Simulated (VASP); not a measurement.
Here is a VASP 6.6.1 calculation.

INCAR

```
PREC = Accurate
ENCUT = 690
EDIFF = 1E-6
ISMEAR = 0
SIGMA = 0.1
LREAL = F
LASPH = T
NELM = 200
ALGO = Normal
ISIF = 2
LWAVE = F
LCHARG = F
ISPIN = 2
MAGMOM = 3 3 3 3 3 3
LORBIT = 11
LMAXMIX = 4
GGA = PS
NBANDS = 64
GGA_COMPAT = F
```

Contents of KPOINTS:

```
regular mesh
0
Gamma
  6 6 6
```

Contents of POSCAR:

```
Co
1.0
    0.0000000000      3.2173717600      3.2173717600
    3.2173717600      0.0000000000      3.2173717600
    3.2173717600      3.2173717600      0.0000000000
Co
6
Direct
    0.2500000000      0.2500000000      0.2500000000
    0.0000000000      0.0000000000      0.0000000000
    0.6250000000      0.6250000000      0.1250000000
    0.6250000000      0.1250000000      0.6250000000
    0.1250000000      0.6250000000      0.6250000000
    0.6250000000      0.6250000000      0.6250000000
```

Potentials or basis: VASP PAW PBE potentials, release 64 (Co_sv).

The run is started by

```sh
$ cat potpaw_PBE.64/Co_sv/POTCAR > POTCAR
$ mpirun -np 1 vasp_std > vasp.out
```

(1) Estimate the site moments.

(2) Predict the net moment.

(3) What does it give for the pressure?

## Answers

(1) Co +1.78, +1.73 (each value once) μB.

(2) 10.17 μB per cell.

(3) -3.5 GPa.

Caveat: the cell stands under tension; the PAW data sets were made with another functional, which shifts forces and pressure a little.
